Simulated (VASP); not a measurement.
Runs of VASP 6.6.1 on Ir. The structure is that of space group I4/mmm (No. 139), or close to it. The cells are those of the table. 

```tsv
cell	gap on the mesh (eV)	pressure (GPa)
a = 2.718, b = 2.718, c = 2.851 Å, angles 58.4, 58.4, 63.2°, 1 atom	none	(b)
a = 2.784, b = 2.784, c = 2.851 Å, angles 59.2, 59.2, 61.6°, 1 atom	none	-20.3
a = 2.751, b = 2.751, c = 2.851 Å, angles 58.8, 58.8, 62.4°, 1 atom	none	-13.3
a = 2.683, b = 2.683, c = 2.783 Å, angles 58.8, 58.8, 62.5°, 1 atom	none	11.7
a = 2.716, b = 2.716, c = 2.783 Å, angles 59.2, 59.2, 61.6°, 1 atom	none	(a)
```

Alike in all rows: task single point; level PBE; potentials or basis VASP PAW PBE potentials, release 64 (Ir); no spin polarisation; k mesh 22 × 22 × 22; cutoff (eV) 520; smearing gaussian 0.15 eV.

Task: Estimate the missing entries.

Result: (a) 1.2; (b) -5.0.

Caveats: spin-orbit coupling is left out, which moves the levels of the heavy elements.

A k mesh can miss the band edges, and the runs leave out spin-orbit coupling on Ir.

A gap of «none» marks levels without a gap at the run's occupations.
